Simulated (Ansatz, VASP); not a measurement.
**Two plane-wave programs on C**

```
CELL_PARAMETERS angstrom
1.23408 -2.13662 0.00000
1.23408 2.13662 0.00000
0.00000 0.00000 7.97931
ATOMIC_POSITIONS crystal
C 0.08332 0.91668 0.76826
C 0.58332 0.41668 0.23174
C 0.91668 0.08332 0.23174
C 0.41668 0.58332 0.76826
```

Alike in both runs: functional PBE; k mesh 6 × 6 × 2; occupations gaussian, width 0.1 eV; no spin polarisation.

Ansatz relaxed the structure, and its values are those at the end. VASP's run is a single point on that final structure, the one shown.

```csv
,VASP,Ansatz
version,VASP 6.6.1,Ansatz 0.2.0
potentials or method,"VASP PAW PBE potentials, release 64 (C), cutoff 520 eV","scalar-relativistic, plane waves, PAW"
valence electrons in the cell,16,16
```

|  | VASP | Ansatz | Ansatz less VASP |
| --- | --- | --- | --- |
| gap on the k mesh at the Fermi level (eV) | 0.08 | 0.08 | 0.000 |
| least direct gap on the mesh (eV) | 0.08 | 0.08 | 0.000 |
| pressure (GPa) | 0.4 | 0.0 | -0.37 |

With one functional, cell and mesh, what is left measures potentials, basis and numerics.

The k mesh is coarse, so the values compare programs but aren't converged.
